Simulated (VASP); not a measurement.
# BN (P6_3mc) in VASP: vibrations by perturbation theory with LDA

Aim: the vibrations by perturbation theory of BN with LDA.

Everything below comes from runs of VASP 6.6.1. Logs are shortened: lines on timing, memory, paths and dates and some standing lists are left out, and cuts for length are marked.

**1. The cell of the first run**

The structure is hexagonal, space group P6_3mc (No. 186). Conventional cell: a = 2.523 Å, b = 2.523 Å, c = 4.174 Å, α = 90.00°, β = 90.00°, γ = 120.00°. Within 2.1 Å of B (site symmetry 3m) lie 4 N at 1.55 to 1.56 Å. N (site symmetry 3m) has 4 B at 1.55 to 1.56 Å within 2.1 Å.

**2. Vibrations by perturbation theory, LDA**

Contents of INCAR:

```
SYSTEM = BN
ALGO = Normal ; EDIFF = 1E-8
ENCUT = 520 ; GGA = CA
IBRION = 8 ; ISIF = 2
ISMEAR = 0 ; LASPH = .True.
LCHARG = .True. ; LEPSILON = .True.
LREAL = .False. ; LWAVE = .False.
NBANDS = 16 ; NELM = 60
NSW = 1 ; PREC = Accurate
SIGMA = 0.01
```

Contents of KPOINTS:

```
k-points
0
Gamma
  12 12 6
  0 0 0
```

Contents of POSCAR:

```
BN
1.0
    2.5226742833      0.0000000000      0.0000000000
   -1.2613371416      2.1847000148      0.0000000000
    0.0000000000      0.0000000000      4.1744161463
B N
2 2
Direct
    0.6666666667      0.3333333333      0.9997116891
    0.3333333333      0.6666666667      0.4997116891
    0.6666666667      0.3333333333      0.6252883109
    0.3333333333      0.6666666667      0.1252883109
```

Potentials or basis: VASP PAW LDA potentials, release 64 (B, N).

The run is started by

```
> cat potpaw_LDA.64/B/POTCAR potpaw_LDA.64/N/POTCAR > POTCAR
> mpirun -np 1 vasp_std > vasp.out
```

OUTCAR:

```text
SYSTEM = BN
   EDIFF = 1E-8
   ENCUT = 520
   GGA = CA
   IBRION = 8
   ISIF = 2
   ISMEAR = 0
   LASPH = .True.
   LEPSILON = .True.
   LREAL = .False.
   NELM = 60
   NSW = 1
   PREC = Accurate

 ion  position               nearest neighbor table
   1  0.667  0.333  1.000-   4 1.55   4 1.55   4 1.55   3 1.56
   2  0.333  0.667  0.500-   3 1.55   3 1.55   3 1.55   4 1.56
   3  0.667  0.333  0.625-   2 1.55   2 1.55   2 1.55   1 1.56
   4  0.333  0.667  0.125-   1 1.55   1 1.55   1 1.55   2 1.56

  LATTYP: Found a hexagonal cell.
 ALAT       =     2.5226742833
 C/A-ratio  =     1.6547582753

  Lattice vectors:

 A1 = (   2.5226742833,   0.0000000000,   0.0000000000)
 A2 = (  -1.2613371416,   2.1847000148,   0.0000000000)
 A3 = (   0.0000000000,   0.0000000000,   4.1744161463)

Analysis of symmetry for initial positions (statically):
=====================================================================
 Subroutine PRICEL returns:
 Original cell was already a primitive cell.

 Routine SETGRP: Setting up the symmetry group for a
 hexagonal supercell.

 Subroutine GETGRP returns: Found 12 space group operations
 (whereof  6 operations were pure point group operations)
 out of a pool of 24 trial point group operations.

The static configuration has the point symmetry C_3v.
 The point group associated with its full space group is C_6v.

Analysis of symmetry for dynamics (positions and initial velocities):
=====================================================================
 Subroutine PRICEL returns:
 Original cell was already a primitive cell.

 Routine SETGRP: Setting up the symmetry group for a
 hexagonal supercell.

 Subroutine GETGRP returns: Found 12 space group operations
 (whereof  6 operations were pure point group operations)
 out of a pool of 24 trial point group operations.

The dynamic configuration has the point symmetry C_3v.
 The point group associated with its full space group is C_6v.

 Subroutine INISYM returns: Found 12 space group operations
 (whereof  6 operations are pure point group operations),
 and found     1 'primitive' translations

----------------------------------------------------------------------------------------

                                     Primitive cell

  volume of cell :      23.0064

  direct lattice vectors                    reciprocal lattice vectors
     2.522674283  0.000000000  0.000000000     0.396404723  0.228864373  0.000000000
    -1.261337142  2.184700015  0.000000000     0.000000000  0.457728747  0.000000000
     0.000000000  0.000000000  4.174416146     0.000000000  0.000000000  0.239554459

  length of vectors
     2.522674283  2.522674283  4.174416146     0.457728747  0.457728747  0.239554459

  position of ions in fractional coordinates (direct lattice)
     0.666666667  0.333333333  0.999711689
     0.333333333  0.666666667  0.499711689
     0.666666667  0.333333333  0.625288311
     0.333333333  0.666666667  0.125288311

  ion indices of the primitive-cell ions
   primitive index   ion index
                 1           1
                 2           2
                 3           3
[... 645 lines left out ...]
    -0.50950 -0.00000 -0.00000
    -0.00000 -0.50950  0.00000
    -0.00000 -0.00000  1.05101

[... ionic steps 4 to 9 ...]

--------------------------------------- Ionic step       10  -------------------------------------------

------------------------ aborting loop because EDIFF is reached ----------------------------------------

[... ionic steps 11 to 11 ...]

--------------------------------------- Ionic step       12  -------------------------------------------

 Free energy of the ion-electron system (eV)
  ---------------------------------------------------
  ---------------------------------------------------
  free energy    TOTEN  =        -0.25592805 eV

  energy without entropy =       -0.25592805

------------------------ aborting loop because EDIFF is reached ----------------------------------------

 INTERNAL STRAIN TENSOR  FOR ION    3  DIRECTION 3   (eV/Angst):
 -----------------------------------------------------------------------------
    -1.94101 -0.00000 -0.00000
    -0.00000 -1.94101 -0.00000
     0.00000  0.00000  1.50734

 MACROSCOPIC STATIC DIELECTRIC TENSOR (including local field effects in DFT)
 ------------------------------------------------------
           4.524386     0.000000     0.000000
           0.000000     4.524386    -0.000000
           0.000000     0.000000     4.678494
 ------------------------------------------------------

 PIEZOELECTRIC TENSOR (including local field effects)  for field in x, y, z        (e  Angst)
          XX          YY          ZZ          XY          YZ          ZX
  --------------------------------------------------------------------------------
  x     0.00000     0.00000     0.00000    -0.00000    -0.00000    -0.88599
  y    -0.00000     0.00000    -0.00000     0.00000    -0.88599    -0.00000
  z    -0.73162    -0.73162     1.50920    -0.00000     0.00000     0.00000

 PIEZOELECTRIC TENSOR (including local field effects)  for field in x, y, z        (C/m^2)
          XX          YY          ZZ          XY          YZ          ZX
  --------------------------------------------------------------------------------
  x     0.00000     0.00000     0.00000    -0.00000    -0.00000    -0.61701
  y    -0.00000     0.00000    -0.00000     0.00000    -0.61701    -0.00000
  z    -0.50950    -0.50950     1.05101    -0.00000     0.00000     0.00000

 BORN EFFECTIVE CHARGES (including local field effects) (in |e|, cummulative output)
 ---------------------------------------------------------------------------------
 ion    1
    1     1.80840     0.00000    -0.00000
    2     0.00000     1.80840     0.00000
    3    -0.00000     0.00000     1.90296
 ion    2
    1     1.80840     0.00000    -0.00000
    2     0.00000     1.80840     0.00000
    3     0.00000    -0.00000     1.90296
 ion    3
    1    -1.80840    -0.00000     0.00000
    2    -0.00000    -1.80840     0.00000
    3    -0.00000     0.00000    -1.90296
 ion    4
    1    -1.80840    -0.00000    -0.00000
    2    -0.00000    -1.80840    -0.00000
    3     0.00000     0.00000    -1.90296

 INTERNAL STRAIN TENSOR FOR ION    4 for displacements in x,y,z  (eV/Angst):
          X           Y           Z          XY          YZ          ZX
  --------------------------------------------------------------------------------
  x    -0.00000     0.00000     0.00000    -5.46629    -0.00000    -3.18560
  y    -5.46629     5.46629     0.00000     0.00000    -3.31411    -0.00000
  z    -1.94101    -1.94101     1.50734    -0.00000     0.00000     0.00000

 SECOND DERIVATIVES (NOT SYMMETRIZED)
 ------------------------------------
               1X          1Y          1Z          2X          2Y          2Z          3X          3Y          3Z          4X          4Y          4Z
  1X   -26.583170   -0.000000    0.000000    0.200289    0.000000    0.000000    4.883830    0.000000    0.000000   21.499051    0.000000    0.000000
  1Y    -0.000000  -26.583170    0.000000    0.000000    0.200289   -0.000000    0.000000    4.883830    0.000000    0.000000   21.499051    0.000000
  1Z     0.000000    0.000000  -36.739892    0.000000    0.000000   11.969731   -0.000000    0.000000    9.555714    0.000000    0.000000   15.214448
  2X     0.200289    0.000000    0.000000  -26.583170   -0.000000   -0.000000   21.499051    0.000000    0.000000    4.883830    0.000000    0.000000
  2Y     0.000000    0.200289    0.000000   -0.000000  -26.583170   -0.000000    0.000000   21.499051    0.000000    0.000000    4.883830   -0.000000
  2Z    -0.000000    0.000000   11.969731    0.000000   -0.000000  -36.739892    0.000000    0.000000   15.214448    0.000000    0.000000    9.555714
  3X     4.881347    0.000000    0.000000   21.501821    0.000000    0.000000  -26.785853   -0.000000    0.000000    0.402686    0.000000    0.000000
  3Y     0.000000    4.881347   -0.000000    0.000000   21.501821    0.000000   -0.000000  -26.785853    0.000000    0.000000    0.402686    0.000000
  3Z    -0.000000    0.000000    9.492508   -0.000000    0.000000   15.284812    0.000000   -0.000000  -39.252483    0.000000    0.000000   14.475163
  4X    21.501821    0.000000    0.000000    4.881347    0.000000    0.000000    0.402686    0.000000    0.000000  -26.785853   -0.000000    0.000000
  4Y     0.000000   21.501821   -0.000000    0.000000    4.881347    0.000000    0.000000    0.402686   -0.000000   -0.000000  -26.785853   -0.000000
  4Z     0.000000    0.000000   15.284812    0.000000    0.000000    9.492508    0.000000    0.000000   14.475163   -0.000000    0.000000  -39.252483

 Eigenvectors and eigenvalues of the dynamical matrix
 ----------------------------------------------------

   1 f  =   34.051746 THz   213.953428 2PiTHz 1135.843972 cm-1   140.826641 meV
             X         Y         Z           dx          dy          dz
      1.261337  0.728233  4.173213    -0.000000    0.000000   -0.629118
     -0.000000  1.456467  2.086005    -0.000000    0.000000    0.629118
      1.261337  0.728233  2.610214     0.000000   -0.000000   -0.322816
     -0.000000  1.456467  0.523006     0.000000   -0.000000    0.322816
[... 71 lines left out ...]
  12 f/i=    0.002257 THz     0.014180 2PiTHz    0.075282 cm-1     0.009334 meV
             X         Y         Z           dx          dy          dz
      1.261337  0.728233  4.173213     0.000000   -0.000000   -0.466791
     -0.000000  1.456467  2.086005     0.000000   -0.000000   -0.466791
      1.261337  0.728233  2.610214     0.000000   -0.000000   -0.531137
     -0.000000  1.456467  0.523006     0.000000   -0.000000   -0.531137

--------------------------------------------------------------------------------------------------------

 MACROSCOPIC STATIC DIELECTRIC TENSOR IONIC CONTRIBUTION
 ------------------------------------------------------
           1.949889     0.000000     0.000000
           0.000000     1.949889     0.000000
           0.000000     0.000000     2.299399
 ------------------------------------------------------

 ELASTIC MODULI CONTR FROM IONIC RELAXATION (kBar)
 Direction    XX          YY          ZZ          XY          YZ          ZX
 --------------------------------------------------------------------------------
 XX        -174.6992    131.8616     16.7802     -0.0000     -0.0000     -0.0000
 YY         131.8616   -174.6992     16.7802     -0.0000     -0.0000      0.0000
 ZZ          16.7802     16.7802    -13.1462      0.0000      0.0000      0.0000
 XY          -0.0000     -0.0000      0.0000   -153.2804     -0.0000      0.0000
 YZ          -0.0000     -0.0000      0.0000     -0.0000    -57.5200     -0.0000
 ZX          -0.0000      0.0000      0.0000     -0.0000     -0.0000    -50.2070
 --------------------------------------------------------------------------------

 PIEZOELECTRIC TENSOR IONIC CONTR  for field in x, y, z        (C/m^2)
          XX          YY          ZZ          XY          YZ          ZX
  --------------------------------------------------------------------------------
  x     0.00000    -0.00000    -0.00000    -0.00000     0.00000     0.29441
  y    -0.00000    -0.00000    -0.00000     0.00000     0.31513     0.00000
  z     0.20882     0.20882    -0.16360     0.00000     0.00000     0.00000
```

Run time: 14 min. Hardware: 1 thread of Intel Xeon 8259CL, shared host; peak memory 0.43 GiB.

Results:

```
Electronic dielectric tensor (diagonal)                 : 4.52, 4.52, 4.68
Born charges (mean of the diagonal)                     : B +1.84; N -1.84 e
Highest phonon frequency at Γ, LO-TO splitting left out : 1136 cm⁻¹
```

Phonon frequencies in cm⁻¹ (negative: imaginary):
```csv
q point,frequencies
"(0.000, 0.000, 0.000)",0 0 0 476 476 988 988 989 1051 1084 1084 1136
```

Electronic dielectric tensor:
```
4.52 0.00 0.00
0.00 4.52 0.00
0.00 0.00 4.68
```

Born effective charge tensors (e):
atom 1, B
```
1.81 0.00 0.00
0.00 1.81 0.00
0.00 0.00 1.90
```
atom 2, B
```
1.81 0.00 0.00
0.00 1.81 0.00
0.00 0.00 1.90
```
atom 3, N
```
-1.81  0.00  0.00
 0.00 -1.81  0.00
 0.00  0.00 -1.90
```
atom 4, N
```
-1.81  0.00  0.00
 0.00 -1.81  0.00
 0.00  0.00 -1.90
```

Caveat: the cell stands under pressure or tension, which shifts response properties.
